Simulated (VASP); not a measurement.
# GaN (scanat) (P6_3mc) in VASP: single point with r2SCAN

Aim: the single point of GaN (scanat) with r2SCAN.

All numbers are computed with VASP 6.6.1; they aren't measurements. Logs are shortened: lines on timing, memory, paths and dates and some standing lists are left out, and cuts for length are marked.

### 1 The cell of the first run

Symmetry: P6_3mc, No. 186, hexagonal system. The conventional cell has a = 3.183 Å, b = 3.183 Å, c = 5.186 Å, α = 90.00°, β = 90.00°, γ = 120.00°. Within 2.6 Å of Ga (site symmetry 3m) lie 4 N at 1.95 Å. Within 2.6 Å of N (site symmetry 3m) lie 4 Ga at 1.95 Å.

### 2 Single point, r2SCAN

POSCAR

```
GaN
1.0
    3.1828694089      0.0000000000      0.0000000000
   -1.5914347045      2.7564457651      0.0000000000
    0.0000000000      0.0000000000      5.1855009239
Ga N
2 2
Direct
    0.6666666667      0.3333333333      0.4991799123
    0.3333333333      0.6666666667      0.9991799123
    0.6666666667      0.3333333333      0.8758200877
    0.3333333333      0.6666666667      0.3758200877
```

INCAR.step1

```
PREC = Accurate
ENCUT = 660
ISMEAR = 0
SIGMA = 0.02
LREAL = F
LASPH = T
NELM = 120
NBANDS = 26
GGA = PE
ALGO = Normal
EDIFF = 1E-5
LWAVE = T
LCHARG = F
GGA_COMPAT = F
```

INCAR.step2

```
PREC = Accurate
ENCUT = 660
EDIFF = 1E-6
ISMEAR = 0
SIGMA = 0.02
LREAL = F
LASPH = T
NELM = 120
ALGO = Normal
ISIF = 2
LWAVE = F
LCHARG = F
METAGGA = R2SCAN
LMIXTAU = T
NBANDS = 26
ISTART = 1
GGA_COMPAT = F
```

KPOINTS

```
Automatic mesh
0
Gamma
  12 12 6
```

Potentials or basis: VASP PAW PBE potentials, release 64 (Ga_d, N).

The run is started by

```console
$ cat potpaw_PBE.64/Ga_d/POTCAR potpaw_PBE.64/N/POTCAR > POTCAR
$ cp INCAR.step1 INCAR
$ mpirun -np 1 vasp_std > vasp.out
$ cp INCAR.step2 INCAR
$ mpirun -np 1 vasp_std > vasp.out
```

OUTCAR:

```text
PREC = Accurate
   ENCUT = 660
   EDIFF = 1E-6
   ISMEAR = 0
   LREAL = F
   LASPH = T
   NELM = 120
   ISIF = 2
   METAGGA = R2SCAN
   ISTART = 1

 ion  position               nearest neighbor table
   1  0.667  0.333  0.499-   4 1.95   4 1.95   4 1.95   3 1.95
   2  0.333  0.667  0.999-   3 1.95   3 1.95   3 1.95   4 1.95
   3  0.667  0.333  0.876-   2 1.95   2 1.95   2 1.95   1 1.95
   4  0.333  0.667  0.376-   1 1.95   1 1.95   1 1.95   2 1.95

  LATTYP: Found a hexagonal cell.
 ALAT       =     3.1828694089
 C/A-ratio  =     1.6291906006

  Lattice vectors:

 A1 = (   3.1828694089,   0.0000000000,   0.0000000000)
 A2 = (  -1.5914347045,   2.7564457651,   0.0000000000)
 A3 = (   0.0000000000,   0.0000000000,   5.1855009239)

Analysis of symmetry for initial positions (statically):
=====================================================================
 Subroutine PRICEL returns:
 Original cell was already a primitive cell.

 Routine SETGRP: Setting up the symmetry group for a
 hexagonal supercell.

 Subroutine GETGRP returns: Found 12 space group operations
 (whereof  6 operations were pure point group operations)
 out of a pool of 24 trial point group operations.

The static configuration has the point symmetry C_3v.
 The point group associated with its full space group is C_6v.

Analysis of symmetry for dynamics (positions and initial velocities):
=====================================================================
 Subroutine PRICEL returns:
 Original cell was already a primitive cell.

 Routine SETGRP: Setting up the symmetry group for a
 hexagonal supercell.

 Subroutine GETGRP returns: Found 12 space group operations
 (whereof  6 operations were pure point group operations)
 out of a pool of 24 trial point group operations.

The dynamic configuration has the point symmetry C_3v.
 The point group associated with its full space group is C_6v.

 Subroutine INISYM returns: Found 12 space group operations
 (whereof  6 operations are pure point group operations),
 and found     1 'primitive' translations

----------------------------------------------------------------------------------------

                                     Primitive cell

  volume of cell :      45.4945

  direct lattice vectors                    reciprocal lattice vectors
[... 83 lines left out ...]
   ISTART =      1    job   : 0-new  1-cont  2-samecut
   ICHARG =      0    charge: 1-file 2-atom 10-const
   ISPIN  =      1    spin polarized calculation?
   LNONCOLLINEAR =      F non collinear calculations
   LSORBIT =      F    spin-orbit coupling
   LASPH  =      T    aspherical Exc in radial PAW
   ENCUT  =  660.0 eV  48.51 Ry    6.96 a.u.   6.67  6.67 10.86*2*pi/ulx,y,z
   NELM   =    120;   NELMIN=  2; NELMDL=  0     # of ELM steps
   EDIFF  = 0.1E-05   stopping-criterion for ELM
   LREAL  =      F    real-space projection
   EDIFFG = 0.1E-04   stopping-criterion for IOM
   NSW    =      0    number of steps for IOM
   IBRION =     -1    ionic relax: 0-MD 1-quasi-New 2-CG
   NFREE  =      0    steps in history (QN), initial steepest desc. (CG)
   ISIF   =      2    stress and relaxation
   ISYM   =      2    0-nonsym 1-usesym 2-fastsym
   POTIM  = 0.5000    time-step for ionic-motion
   TEBEG  =    0.0;   TEEND  =   0.0 temperature during run
   PSTRESS=    0.0 pullay stress
   NELECT =      36.0000    total number of electrons
   NUPDOWN=      -1.0000    fix difference up-down
   EMIN   =  10.00;   EMAX   =-10.00  energy-range for DOS
   EFERMI =   0.00;   METHOD = LEGACY
   ISMEAR =     0;   SIGMA  =   0.02  broadening in eV -4-tet -1-fermi 0-gaus
   EFERMI_NEDOS =   21; number of points for ismear=-14 and -15
   IALGO  =     38    algorithm
   IMIX   =      4    mixing-type and parameters
     AMIX     =   0.40;   BMIX     =  1.00
     AMIX_MAG =   1.60;   BMIX_MAG =  1.00
  volume/ion in A,a.u.               =      11.37        76.75
  Fermi-wavevector in a.u.,A,eV,Ry     =   1.514221  2.861463 31.196336  2.292866
  Thomas-Fermi vector in A             =   2.623908
   LORBIT       =      0    0 simple, 1 ext, 2 COOP (PROOUT), +10 PAW based schemes
   METAGGA = R2SCAN    functional components
   LHFCALC =     F    Hartree Fock is set to
   AEXX    =    0.0000 exact exchange contribution
   IVDW    =     0    specifies the selected vdW correction
   LEPSILON=     F    determine dielectric tensor
   LRPA    =     F    only Hartree local field effects (RPA)
 non-spin polarized calculation
 Gauss-broadening in eV      SIGMA  =   0.02
  energy-cutoff  :      660.00
  volume of cell :       45.49
 maximum number of plane-waves:      1774
 NGX is ok and might be reduce to    28
   NGX = 13   NGY = 13   NGZ = 21

 number of electron      36.0000004 magnetization

 Free energy of the ion-electron system (eV)
  ---------------------------------------------------
  ext. energy  EPLUGINS =         0.00000000
  ---------------------------------------------------
  free energy    TOTEN  =       -43.82213518 eV

  energy without entropy =      -43.82213518  energy(sigma->0) =      -43.82213518

 E-fermi :   5.2695     XC(G=0): -12.6624

 val. band max:        5.1003362944   @ k =   0.0000   0.0000   0.0000
 cond. band min:       7.4403917770   @ k =   0.0000   0.0000   0.0000
 fundamental gap:      2.3400554826
 Fermi energy:         5.2695226208

 k-point     1 :       0.0000    0.0000    0.0000
  band No.  band energies     occupation
      1     -11.7121      2.00000
      2     -10.7066      2.00000
      3      -8.7311      2.00000
      4      -8.7153      2.00000
      5      -8.7153      2.00000
      6      -8.6470      2.00000
[... 685 lines left out ...]
     25      17.2353      0.00000
     26      19.0408      0.00000

 [... further k-points ...]
[... 5 lines left out ...]
  --------------------------------------------------------------------------------------
  -------------------------------------------------------------------------------------
  Total        0.2950659      0.2950659      0.2779471     -0.0000000      0.0000000      0.0000000
  in kB       10.3913164     10.3913164      9.7884445     -0.0000000      0.0000000      0.0000000
  external PRESSURE =      10.1903591 kB  Pullay stress =       0.0000000 kB

 VOLUME and BASIS-vectors are now :
 -----------------------------------------------------------------------------
  energy-cutoff  :      660.00
  volume of cell :       45.49
      direct lattice vectors                 reciprocal lattice vectors
     3.182869409  0.000000000  0.000000000     0.314181913  0.181393012  0.000000000
    -1.591434704  2.756445765  0.000000000     0.000000000  0.362786024  0.000000000
     0.000000000  0.000000000  5.185500924     0.000000000  0.000000000  0.192845400

 POSITION                                       TOTAL-FORCE (eV/Angst)
 -----------------------------------------------------------------------------------
      1.59143      0.91882      2.58850         0.000000     -0.000000     -0.001504
     -0.00000      1.83763      5.18125        -0.000000      0.000000     -0.001504
      1.59143      0.91882      4.54157        -0.000000     -0.000000      0.001504
     -0.00000      1.83763      1.94882        -0.000000     -0.000000      0.001504
 -----------------------------------------------------------------------------------
    total drift:                                0.000001      0.000001     -0.001453

  FREE ENERGIE OF THE ION-ELECTRON SYSTEM (eV)
  ---------------------------------------------------
  free  energy   TOTEN  =       -43.8221351775 eV

  energy  without entropy=      -43.8221351775  energy(sigma->0) =      -43.82213518
```

OUTCAR.step1:

```text
PREC = Accurate
   ENCUT = 660
   ISMEAR = 0
   LREAL = F
[... 928 lines left out ...]
      1.59143      0.91882      2.58850         0.000000     -0.000000      0.001526
     -0.00000      1.83763      5.18125         0.000000     -0.000000      0.001526
      1.59143      0.91882      4.54157        -0.000000      0.000000     -0.001526
     -0.00000      1.83763      1.94882        -0.000000     -0.000000     -0.001526
 -----------------------------------------------------------------------------------
    total drift:                               -0.000000     -0.000000      0.000420

  FREE ENERGIE OF THE ION-ELECTRON SYSTEM (eV)
  ---------------------------------------------------
  free  energy   TOTEN  =       -24.3048782551 eV

  energy  without entropy=      -24.3048782551  energy(sigma->0) =      -24.30487826
```

Wall time 8.7 min (1 thread of AMD EPYC 7R13 (Zen 3), shared host); peak memory 0.24 GiB.

Results:

| Quantity | Value |
| --- | --- |
| Free energy | -43.8221 eV |
| Pressure | 1.0 GPa |
| Band gap on the k mesh | 2.34 eV, direct |

Levels at points of the mesh, in eV from the valence-band top:
| k point | band 16 | band 17 | band 18 | band 19 | band 20 | band 21 |
| --- | --- | --- | --- | --- | --- | --- |
| (0.00, 0.00, 0.00) | -0.04 | 0.00 | 0.00 | 2.34 | 4.82 | 9.95 |
| (0.50, 0.00, 0.00) | -2.83 | -2.24 | -1.03 | 5.58 | 6.12 | 6.54 |
| (0.00, 0.00, 0.50) | -0.55 | -0.55 | -0.55 | 4.77 | 4.77 | 9.17 |
| (0.50, 0.00, 0.50) | -2.01 | -1.96 | -1.96 | 4.89 | 4.89 | 8.41 |

Caveat: the PAW data sets were made with another functional, which shifts forces and pressure a little. r2SCAN opens gaps a little over a GGA but as a rule still falls short of measured ones.
